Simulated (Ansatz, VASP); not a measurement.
# One calculation of Hf, two programs

```
Hf
1.0
     3.15845    0.00000    0.00000
    -1.57923    2.73530    0.00000
     0.00000    0.00000    5.00180
Hf
2
Cartesian
  0.0000 1.8235 1.2505
  1.5792 0.9118 3.7514
```

Alike in both runs: functional PBEsol; k mesh 16 × 16 × 9; occupations fermi-dirac, width 0.08 eV; no spin polarisation.

Ansatz relaxed the structure, and its values are those at the end. VASP's run is a single point on that final structure, the one shown.

|  | VASP | Ansatz |
| --- | --- | --- |
| version | VASP 6.6.1 | Ansatz 0.2.0 |
| potentials or method | VASP PAW PBE potentials, release 64 (Hf_pv) | PAW with Ansatz's default frozen-core files, scalar-relativistic |
| plane-wave cutoff (eV) | 500 | 420 |
| valence electrons in the cell | 20 | 52 |

|  | VASP | Ansatz | Ansatz less VASP |
| --- | --- | --- | --- |
| pressure (GPa) | -0.4 | 0.0 | +0.37 |

VASP's potentials were made for PBE, not for PBEsol. With one functional, cell and mesh, what is left measures potentials, basis and numerics. VASP's potentials hold 20 valence electrons a cell and Ansatz's 52, so a difference there can come from the potentials and not from the codes.

Spin-orbit coupling is off throughout.
